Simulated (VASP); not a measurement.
A run of VASP 6.6.1:

The input INCAR:

```
ALGO     = Normal         # electronic algorithm
EDIFF    = 1E-6           # SCF threshold, eV
ENCUT    = 630            # plane-wave cutoff, eV
GGA      = PE             # functional
GGA_COMPAT= F            
ISIF     = 2              # what is computed and relaxed
ISMEAR   = 0              # smearing method
LASPH    = T              # aspherical terms in the spheres
LCHARG   = T              # write CHGCAR
LELF     = T              # ELF
LREAL    = F              # projectors in reciprocal space
LVHAR    = T            
LWAVE    = F              # write WAVECAR
NBANDS   = 43             # bands
NELM     = 120            # most SCF steps
PREC     = Accurate       # precision mode
SIGMA    = 0.1            # smearing width, eV
```

KPOINTS

```
k-points
0
Gamma
  4 4 4
```

POSCAR

```
CdAu2S2
1.0
    5.2905698549      0.0000000000      0.0000000000
    0.0000000000      5.2905698549      0.0000000000
    0.0000000000      0.0000000000      4.6555340838
Cd S Au
1 2 2
Direct
    0.0000000000      0.0000000000      0.5000000000
    0.0000000000      0.5000000000      0.5000000000
    0.5000000000      0.0000000000      0.5000000000
    0.0000000000      0.5000000000      0.0000000000
    0.5000000000      0.0000000000      0.0000000000
```

Potentials or basis: VASP PAW PBE potentials, release 64 (Cd_sv_GW, S, Au_sv_GW).

The run is started by

```sh
$ cat potpaw_PBE.64/Cd_sv_GW/POTCAR potpaw_PBE.64/S/POTCAR potpaw_PBE.64/Au_sv_GW/POTCAR > POTCAR
$ mpirun -np 1 vasp_std > vasp.out
```

Hardware: 1 thread of Intel(R) Xeon(R) Platinum 8488C (Sapphire Rapids), with other jobs on the host.

Question: Estimate the wall time of this run.

Answer: It took 3.7 min on 1 thread of Intel(R) Xeon(R) Platinum 8488C (Sapphire Rapids) (shared host), peak memory 0.38 GiB. Counts: scf iterations 16, k points 18.
